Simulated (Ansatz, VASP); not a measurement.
WS2: VASP beside Ansatz

```xyz
3
Lattice="3.1811 0.0000 0.0000 -1.5905 2.7549 0.0000 0.0000 0.0000 17.4593" Properties=species:S:1:pos:R:3 pbc="T T T"
W     0.0000    1.8366    0.0000
S     1.5905    0.9183   15.9002
S     1.5905    0.9183    1.5590
```

Change from the starting cell: strain along c alone, the other axes held, atoms relaxed: +3.0 %.

Alike in both runs: functional r2SCAN; k mesh 12 × 12 × 2; occupations gaussian, width 0.02 eV; no spin polarisation.

Ansatz relaxed the structure, and its values are those at the end. VASP's run is a single point on that final structure, the one shown.

|  | VASP | Ansatz |
| --- | --- | --- |
| version | VASP 6.6.1 | Ansatz 0.2.0 |
| potentials or method | VASP PAW PBE potentials, release 64 (W_sv, S), cutoff 520 eV | scalar-relativistic, plane waves, PAW |
| valence electrons in the cell | 26 | 26 |

```csv
,VASP,Ansatz,Ansatz less VASP
gap on the k mesh at the Fermi level (eV),1.91,1.89,-0.015
least direct gap on the mesh (eV),1.93,1.92,-0.004
rms of the force components (eV/Å),0.012,0.001,-0.0105
```

VASP's potentials were made for PBE, not for r2SCAN. The functional is the same, so the differences come from potentials, cutoffs and numerics. Ansatz's warnings: stress scf threshold loose.

Spin-orbit coupling is off throughout.
